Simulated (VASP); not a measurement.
# Cu12HO12: single point with PBE+D3(BJ)

System: Cu12HO12, a slab with vacuum.

```
CELL_PARAMETERS angstrom
5.80097 0.00000 0.00000
-1.33304 6.02011 0.00000
0.00000 0.00000 16.42537
ATOMIC_POSITIONS crystal
Cu 0.10455 0.12447 0.08469
Cu 0.10454 0.62447 0.08469
Cu 0.60456 0.12447 0.08469
Cu 0.60455 0.62447 0.08469
Cu 0.84102 0.38896 0.23585
Cu 0.80495 0.86596 0.23427
Cu 0.33063 0.36471 0.21256
Cu 0.31788 0.90943 0.24537
Cu 0.47052 0.64137 0.39053
Cu 0.49473 0.10016 0.36901
Cu 0.00615 0.58339 0.40187
Cu 0.03386 0.10638 0.37932
O 0.30557 0.91639 0.10849
O 0.40354 0.33255 0.06088
O 0.80557 0.91639 0.10849
O 0.90354 0.33255 0.06088
O 0.01186 0.17923 0.25209
O 0.09697 0.62446 0.21794
O 0.53117 0.20068 0.25229
O 0.63643 0.56805 0.19878
O 0.70915 0.36109 0.42876
O 0.74953 0.85960 0.36442
O 0.26292 0.38537 0.39295
O 0.21190 0.88724 0.37925
H 0.68526 0.34707 0.48491
```

```
Program             : VASP 6.6.1
Task                : single point
Functional          : PBE
Dispersion          : D3(BJ)
Potentials or basis : VASP PAW PBE potentials, release 64 (Cu, O, H)
Cutoff              : 520 eV
k mesh              : 2 × 2 × 1
Occupations         : fermi-dirac, width 0.02 eV
Spin                : collinear spin
Starting moments    : [0.0, 0.0, 0.0, 0.0, 0.0, 0.0, 0.0, 0.0, 0.0, 0.0, 0.0, 0.0, 0.0, 0.0, 0.0, 0.0, 0.0, 0.0, 0.0, 0.0, 0.0, 0.0, 0.0, 0.0, 1.0] μB
```

| Quantity | Value |
| --- | --- |
| Largest force | 2.791 eV/Å |
| Net moment | 0.22 μB per cell |
| Site moments | Cu -0.01, -0.02, +0.02, -0.07, +0.05, +0.04, +0.12 (each value once); O +0.01, -0.01, +0.00, -0.00, +0.03, +0.02, +0.05 (each value once); H +0.00 μB |
| Valence electrons inside the program's atomic spheres | Cu 9.86, 9.78, 9.85, 9.83, 10.02, 9.75, 9.87, 9.80, 9.90 (each value once); O 4.92, 4.90, 4.93, 4.94, 4.91, 4.97, 4.96, 5.09, 4.89 (each value once); H 0.82 |
| Dispersion energy per atom | -0.187 eV |

Forces on the atoms (eV/Å):
```
Cu  -0.278  0.412 -0.471
Cu  -0.075 -0.351  0.691
Cu   0.017  0.472 -0.420
Cu  -0.175 -0.421 -0.496
Cu  -1.000  0.178 -0.248
Cu  -0.032  0.383  0.106
Cu  -1.977  1.379  0.408
Cu  -0.447 -1.087 -0.744
Cu   1.153  0.949 -0.452
Cu   0.911  0.763  0.948
Cu   0.089  0.072 -0.412
Cu  -0.990  0.746 -0.157
O   -0.044  0.010 -0.056
O    0.422  0.026  0.467
O   -0.279  0.087  0.237
O    0.564 -0.031  0.257
O    0.714 -0.790  0.172
O    1.303  0.091 -0.455
O    0.824 -1.318  0.358
O   -0.278  0.637  0.692
O    1.052  0.451 -2.546
O   -0.237  0.031 -0.392
O   -1.709 -0.789  0.420
O    0.727 -1.670 -0.151
H   -0.256 -0.231  2.245
```

Levels at points of the mesh, in eV from the Fermi level:
Spin up:
| k point | band 100 | band 101 | band 102 | band 103 | band 104 | band 105 | band 106 | band 107 |
| --- | --- | --- | --- | --- | --- | --- | --- | --- |
| (0.00, 0.00, 0.00) | -0.29 | -0.03 | 0.06 | 0.25 | 0.56 | 0.67 | 0.77 | 0.92 |
| (0.50, 0.00, 0.00) | -0.30 | -0.23 | -0.16 | -0.01 | 0.10 | 0.14 | 0.18 | 0.26 |
| (0.00, 0.50, 0.00) | -0.26 | -0.14 | -0.07 | -0.02 | 0.07 | 0.15 | 0.31 | 0.70 |
| (0.50, 0.50, 0.00) | -0.40 | -0.38 | -0.31 | -0.22 | -0.06 | 0.03 | 0.08 | 0.41 |
Spin down:
| k point | band 100 | band 101 | band 102 | band 103 | band 104 | band 105 |
| --- | --- | --- | --- | --- | --- | --- |
| (0.00, 0.00, 0.00) | -0.28 | -0.03 | 0.06 | 0.38 | 0.61 | 0.64 |
| (0.50, 0.00, 0.00) | -0.28 | -0.23 | -0.17 | -0.01 | 0.08 | 0.15 |
| (0.00, 0.50, 0.00) | -0.26 | -0.10 | -0.04 | 0.06 | 0.10 | 0.19 |
| (0.50, 0.50, 0.00) | -0.40 | -0.32 | -0.27 | -0.22 | -0.03 | 0.02 |

It took 18 min on 4 MPI ranks on Oxide Virtual Turin-like Processor (shared host), peak memory 0.35 GiB a rank.

Caveat: the k points lie up to 0.55 Å⁻¹ apart; the atoms stand as in a frame of molecular dynamics; there is no dipole correction, which matters where the two faces differ; semilocal functionals often make such compounds metallic where correlation or magnetic order opens a gap, which also shifts bond lengths. With open d or f shells a metallic result of PBE can be an artefact of self-interaction; +U or a hybrid may open a gap.
